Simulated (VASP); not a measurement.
GaP, 2 atoms in the cell. The typed cell holds 2 atoms: a = 3.894 Å, b = 3.894 Å, c = 3.892 Å, α = 120.02°, β = 59.98°, γ = 120.00°. 

```yaml
Program: VASP 6.6.1
Task: single point
Functional: PBE
Potentials_or_basis: VASP PAW PBE potentials, release 64 (Ga_d, P)
Cutoff: 520 eV
k_mesh: 9 × 9 × 8
Occupations: gaussian, width 0.02 eV
Spin: no spin polarisation
Dipole_correction: no
Further_INCAR_settings: ALGO = Normal; EDIFF = 1e-06; NBANDS = 16; ISYM = 0
```

Potentials or basis: VASP PAW PBE potentials, release 64 (Ga_d, P).

The run is started by

```console
$ cat potpaw_PBE.64/Ga_d/POTCAR potpaw_PBE.64/P/POTCAR > POTCAR
$ mpirun -np 1 vasp_std > vasp.out
```

Hardware: 1 thread of Intel Xeon 8259CL, on a shared host.

Task: Estimate the wall time of this run.

Result: Run time: 3.4 min on 1 thread of Intel Xeon 8259CL (shared host), peak memory 0.33 GiB. Counts: scf iterations 12, k points 325.
